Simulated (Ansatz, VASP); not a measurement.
**One calculation of BaTe, two programs**

```
Ba Te
1.0
     3.53122    3.53122    0.00000
    -3.53122    3.53122    0.00000
     0.00000    3.53122    3.53122
Ba Te
1 1
Direct
  0.00000 0.00000 0.00000
  0.50000 0.50000 0.00000
```

Alike in both runs: functional r2SCAN; k mesh 10 × 10 × 10; occupations fermi-dirac, width 0.05 eV; no spin polarisation.

Ansatz relaxed the structure, and its values are those at the end. VASP's run is a single point on that final structure, the one shown.

```csv
,VASP,Ansatz
version,VASP 6.6.1,Ansatz 0.2.0
potentials or method,"VASP PAW PBE potentials, release 64 (Ba_sv, Te)","PAW with Ansatz's default frozen-core files, scalar-relativistic"
plane-wave cutoff (eV),520,500
valence electrons in the cell,16,26
```

|  | VASP | Ansatz | Ansatz less VASP |
| --- | --- | --- | --- |
| pressure (GPa) | 0.3 | 0.0 | -0.32 |

VASP's potentials were made for PBE, not for r2SCAN. VASP's potentials hold 16 valence electrons a cell and Ansatz's 26, so a difference there can come from the potentials and not from the codes.

Neither program's run includes spin-orbit coupling.
